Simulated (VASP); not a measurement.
# HfC (P6_3/mmc) in VASP: a series of runs

The runs below take HfC through single point, relaxation of cell and atoms, with PBE.

Program: VASP 6.6.1. These are calculated values, not measurements. Logs are shortened: lines on timing, memory, paths and dates and some standing lists are left out, and cuts for length are marked.

### 1 The cell of the first run

The structure is hexagonal, space group P6_3/mmc (No. 194). Conventional cell: a = 3.326 Å, b = 3.326 Å, c = 5.242 Å, α = 90.00°, β = 90.00°, γ = 120.00°. Within 3.1 Å of Hf (site symmetry -6m2) lie 6 C at 2.32 Å. Within 3.1 Å of C (site symmetry -3m) lie 6 Hf at 2.32 Å and 2 C at 2.62 Å.

### 2 Single point, PBE

Input file INCAR:

```
PREC = Accurate
ENCUT = 520
EDIFF = 1E-6
ISMEAR = 0
SIGMA = 0.1
LREAL = F
LASPH = T
NELM = 60
ALGO = Normal
ISIF = 2
LWAVE = F
LCHARG = F
GGA = PE
NBANDS = 22
```

Input file KPOINTS:

```
regular mesh
0
Gamma
  18 18 10
```

Input file POSCAR:

```
HfC
1.0
    3.3259011673      0.0000000000      0.0000000000
   -1.6629505837      2.8803149014      0.0000000000
    0.0000000000      0.0000000000      5.2416096109
Hf C
2 2
Direct
    0.3333333333      0.6666666667      0.2500000000
    0.6666666667      0.3333333333      0.7500000000
    0.0000000000      0.0000000000      0.0000000000
    0.0000000000      0.0000000000      0.5000000000
```

Potentials or basis: VASP PAW PBE potentials, release 64 (Hf_pv, C).

Started as:

```
$ cat potpaw_PBE.64/Hf_pv/POTCAR potpaw_PBE.64/C/POTCAR > POTCAR
$ mpirun -np 1 vasp_std > vasp.out
```

OUTCAR:

```text
PREC = Accurate
   ENCUT = 520
   EDIFF = 1E-6
   ISMEAR = 0
   LREAL = F
   LASPH = T
   NELM = 60
   ISIF = 2
   GGA = PE

 ion  position               nearest neighbor table
   1  0.333  0.667  0.250-   3 2.32   4 2.32   3 2.32   4 2.32   3 2.32   4 2.32   2 3.25   2 3.25
                             2 3.25   2 3.25   2 3.25   2 3.25
   2  0.667  0.333  0.750-   3 2.32   4 2.32   3 2.32   4 2.32   3 2.32   4 2.32   1 3.25   1 3.25
                             1 3.25   1 3.25   1 3.25   1 3.25
   3  0.000  0.000  0.000-   1 2.32   2 2.32   2 2.32   1 2.32   2 2.32   1 2.32
   4  0.000  0.000  0.500-   1 2.32   2 2.32   2 2.32   1 2.32   2 2.32   1 2.32

  LATTYP: Found a hexagonal cell.
 ALAT       =     3.3259011673
 C/A-ratio  =     1.5759968042

  Lattice vectors:

 A1 = (   3.3259011673,   0.0000000000,   0.0000000000)
 A2 = (  -1.6629505837,   2.8803149014,   0.0000000000)
 A3 = (   0.0000000000,   0.0000000000,   5.2416096109)

Analysis of symmetry for initial positions (statically):
=====================================================================
 Subroutine PRICEL returns:
 Original cell was already a primitive cell.

 Routine SETGRP: Setting up the symmetry group for a
 hexagonal supercell.

 Subroutine GETGRP returns: Found 24 space group operations
 (whereof 12 operations were pure point group operations)
 out of a pool of 24 trial point group operations.

The static configuration has the point symmetry D_3d.
 The point group associated with its full space group is D_6h.

Analysis of symmetry for dynamics (positions and initial velocities):
=====================================================================
 Subroutine PRICEL returns:
 Original cell was already a primitive cell.

 Routine SETGRP: Setting up the symmetry group for a
 hexagonal supercell.

 Subroutine GETGRP returns: Found 24 space group operations
 (whereof 12 operations were pure point group operations)
 out of a pool of 24 trial point group operations.

The dynamic configuration has the point symmetry D_3d.
 The point group associated with its full space group is D_6h.

 Subroutine INISYM returns: Found 24 space group operations
 (whereof 12 operations are pure point group operations),
 and found     1 'primitive' translations

----------------------------------------------------------------------------------------

                                     Primitive cell

  volume of cell :      50.2127

  direct lattice vectors                    reciprocal lattice vectors
     3.325901167  0.000000000  0.000000000     0.300670390  0.173592130  0.000000000
    -1.662950584  2.880314901  0.000000000     0.000000000  0.347184261  0.000000000
     0.000000000  0.000000000  5.241609611     0.000000000  0.000000000  0.190781091

  length of vectors
     3.325901167  3.325901167  5.241609611     0.347184261  0.347184261  0.190781091

  position of ions in fractional coordinates (direct lattice)
     0.333333333  0.666666667  0.250000000
     0.666666667  0.333333333  0.750000000
     0.000000000  0.000000000  0.000000000
     0.000000000  0.000000000  0.500000000

  ion indices of the primitive-cell ions
   primitive index   ion index
                 1           1
                 2           2
                 3           3
                 4           4

----------------------------------------------------------------------------------------

 KPOINTS: regular mesh

Automatic generation of k-mesh.
 Grid dimensions read from file:
 generate k-points for:   18   18   10

 Generating k-lattice:

  Cartesian coordinates                     Fractional coordinates (reciprocal lattice)
     0.016703911  0.009644007  0.000000000     0.055555556 -0.000000000  0.000000000
     0.000000000  0.019288014  0.000000000     0.000000000  0.055555556  0.000000000
     0.000000000  0.000000000  0.019078109     0.000000000  0.000000000  0.100000000

  Length of vectors
     0.019288014  0.019288014  0.019078109

  Shift w.r.t. Gamma in fractional coordinates (k-lattice)
     0.000000000  0.000000000  0.000000000

 Subroutine IBZKPT returns following result:
 ===========================================

 Found    222 irreducible k-points:

 Following reciprocal coordinates:
            Coordinates               Weight
  0.000000  0.000000  0.000000      1.000000
  0.055556  0.000000  0.000000      6.000000
  0.111111  0.000000  0.000000      6.000000
  0.166667  0.000000  0.000000      6.000000
  0.222222  0.000000  0.000000      6.000000
  0.277778  0.000000  0.000000      6.000000
[... 16 lines left out ...]
  0.333333  0.111111  0.000000     12.000000
  0.388889  0.111111  0.000000     12.000000
 [... further k-points ...]
   k-points           NKPTS =    222   k-points in BZ     NKDIM =    222   number of bands    NBANDS=     22
   number of dos      NEDOS =    301   number of ions     NIONS =      4
   total plane-waves  NPLWV =  31360
   dimension x,y,z NGX =    28 NGY =   28 NGZ =   40
   dimension x,y,z NGXF=    56 NGYF=   56 NGZF=   80
   ions per type =               2   2
   NGX,Y,Z   is equivalent  to a cutoff of  14.00, 14.00, 12.69 a.u.
   NGXF,Y,Z  is equivalent  to a cutoff of  27.99, 27.99, 25.37 a.u.
 SYSTEM =  unknown system
   PREC   = accura    normal or accurate (medium, high low for compatibility)
   ISTART =      0    job   : 0-new  1-cont  2-samecut
   ICHARG =      2    charge: 1-file 2-atom 10-const
   ISPIN  =      1    spin polarized calculation?
   LNONCOLLINEAR =      F non collinear calculations
   LSORBIT =      F    spin-orbit coupling
   LASPH  =      T    aspherical Exc in radial PAW
   ENCUT  =  520.0 eV  38.22 Ry    6.18 a.u.   6.18  6.18  9.75*2*pi/ulx,y,z
   NELM   =     60;   NELMIN=  2; NELMDL= -5     # of ELM steps
   EDIFF  = 0.1E-05   stopping-criterion for ELM
   LREAL  =      F    real-space projection
   EDIFFG = 0.1E-04   stopping-criterion for IOM
   NSW    =      0    number of steps for IOM
   IBRION =     -1    ionic relax: 0-MD 1-quasi-New 2-CG
   NFREE  =      0    steps in history (QN), initial steepest desc. (CG)
   ISIF   =      2    stress and relaxation
   ISYM   =      2    0-nonsym 1-usesym 2-fastsym
   POTIM  = 0.5000    time-step for ionic-motion
   TEBEG  =    0.0;   TEEND  =   0.0 temperature during run
   PSTRESS=    0.0 pullay stress
   NELECT =      28.0000    total number of electrons
   NUPDOWN=      -1.0000    fix difference up-down
   EMIN   =  10.00;   EMAX   =-10.00  energy-range for DOS
   EFERMI =   0.00;   METHOD = LEGACY
   ISMEAR =     0;   SIGMA  =   0.10  broadening in eV -4-tet -1-fermi 0-gaus
   EFERMI_NEDOS =   21; number of points for ismear=-14 and -15
   IALGO  =     38    algorithm
   IMIX   =      4    mixing-type and parameters
     AMIX     =   0.40;   BMIX     =  1.00
     AMIX_MAG =   1.60;   BMIX_MAG =  1.00
  volume/ion in A,a.u.               =      12.55        84.71
  Fermi-wavevector in a.u.,A,eV,Ry     =   1.347482  2.546371 24.704189  1.815707
  Thomas-Fermi vector in A             =   2.475229
   LORBIT       =      0    0 simple, 1 ext, 2 COOP (PROOUT), +10 PAW based schemes
   GGA     = PE    functional components
   LHFCALC =     F    Hartree Fock is set to
   AEXX    =    0.0000 exact exchange contribution
   IVDW    =     0    specifies the selected vdW correction
   LEPSILON=     F    determine dielectric tensor
   LRPA    =     F    only Hartree local field effects (RPA)
 non-spin polarized calculation
 Gauss-broadening in eV      SIGMA  =   0.10
  energy-cutoff  :      520.00
  volume of cell :       50.21
 maximum number of plane-waves:      1387
 NGX is ok and might be reduce to    28
   NGX = 13   NGY = 13   NGZ = 19

 number of electron      28.0000000 magnetization

 Free energy of the ion-electron system (eV)
  ---------------------------------------------------
  ext. energy  EPLUGINS =         0.00000000
  ---------------------------------------------------
  free energy    TOTEN  =       -41.30923225 eV

  energy without entropy =      -41.30669103  energy(sigma->0) =      -41.30796164

 E-fermi :   6.4689     XC(G=0): -12.2959

 val. band max:        6.4661634291   @ k =   0.1111   0.0556   0.0000
 cond. band min:       6.4851319601   @ k =   0.1111   0.1111   0.2000
 fundamental gap:      0.0189685310
 Fermi energy:         6.4688649408

 k-point     1 :       0.0000    0.0000    0.0000
  band No.  band energies     occupation
      1     -24.1852      2.00000
      2     -23.6068      2.00000
      3     -23.6068      2.00000
      4     -23.5226      2.00000
      5     -23.5226      2.00000
      6     -23.4562      2.00000
[... 14 lines left out ...]
     21      10.4346      0.00000
     22      14.5078      0.00000

 k-point     2 :       0.0556    0.0000    0.0000
  band No.  band energies     occupation
      1     -24.1779      2.00000
      2     -23.6221      2.00000
      3     -23.6127      2.00000
      4     -23.5372      2.00000
      5     -23.5233      2.00000
      6     -23.4587      2.00000
[... 14 lines left out ...]
     21      10.6047      0.00000
     22      14.3631      0.00000

 k-point     3 :       0.1111    0.0000    0.0000
  band No.  band energies     occupation
      1     -24.1564      2.00000
      2     -23.6662      2.00000
      3     -23.6288      2.00000
      4     -23.5783      2.00000
      5     -23.5258      2.00000
      6     -23.4664      2.00000
[... 14 lines left out ...]
     21      11.1615      0.00000
     22      13.9602      0.00000
[... 476 lines left out ...]
 k-point    23 :       0.3333    0.1111    0.0000
  band No.  band energies     occupation
      1     -24.0459      2.00000
      2     -23.9102      2.00000
      3     -23.9008      2.00000
      4     -23.7648      2.00000
      5     -23.6045      2.00000
      6     -23.5930      2.00000
[... 14 lines left out ...]
     21      12.5101      0.00000
     22      13.1942      0.00000

 k-point    24 :       0.3889    0.1111    0.0000
  band No.  band energies     occupation
      1     -24.0862      2.00000
      2     -23.9327      2.00000
      3     -23.8584      2.00000
      4     -23.7861      2.00000
      5     -23.6221      2.00000
      6     -23.6117      2.00000
[... 14 lines left out ...]
     21      12.5763      0.00000
     22      13.0170      0.00000

 [... further k-points ...]

------------------------ aborting loop because EDIFF is reached ----------------------------------------

  FORCE on cell =-STRESS in cart. coord.  units (eV):
  Direction    XX          YY          ZZ          XY          YZ          ZX
  --------------------------------------------------------------------------------------
  -------------------------------------------------------------------------------------
  Total       -0.2344358     -0.2344358     -0.2170497      0.0000000      0.0000000     -0.0000000
  in kB       -7.4803249     -7.4803249     -6.9255742      0.0000000      0.0000000     -0.0000000
  external PRESSURE =      -7.2954080 kB  Pullay stress =       0.0000000 kB

 VOLUME and BASIS-vectors are now :
 -----------------------------------------------------------------------------
  energy-cutoff  :      520.00
  volume of cell :       50.21
      direct lattice vectors                 reciprocal lattice vectors
     3.325901167  0.000000000  0.000000000     0.300670390  0.173592130  0.000000000
    -1.662950584  2.880314901  0.000000000     0.000000000  0.347184261  0.000000000
     0.000000000  0.000000000  5.241609611     0.000000000  0.000000000  0.190781091

 POSITION                                       TOTAL-FORCE (eV/Angst)
 -----------------------------------------------------------------------------------
     -0.00000      1.92021      1.31040         0.000000     -0.000000      0.000000
      1.66295      0.96010      3.93121        -0.000000      0.000000      0.000000
      0.00000      0.00000      0.00000         0.000000      0.000000      0.000000
      0.00000      0.00000      2.62080         0.000000      0.000000      0.000000
 -----------------------------------------------------------------------------------
    total drift:                                0.000000     -0.000000      0.000000

  FREE ENERGIE OF THE ION-ELECTRON SYSTEM (eV)
  ---------------------------------------------------
  free  energy   TOTEN  =       -41.3092322510 eV

  energy  without entropy=      -41.3066910313  energy(sigma->0) =      -41.30796164
```

Wall time 7.2 min (1 thread of AMD EPYC 7R43 (Zen 3), shared host); peak memory 0.3 GiB.

Results:

```
Free energy            : -41.3092 eV
Pressure               : -0.7 GPa
Band gap on the k mesh : zero (bands 14 and 15 overlap by 1.28 eV)
```

Caveat: spin-orbit coupling is left out, which moves the levels of the heavy elements.

[end of part 1 of 2]
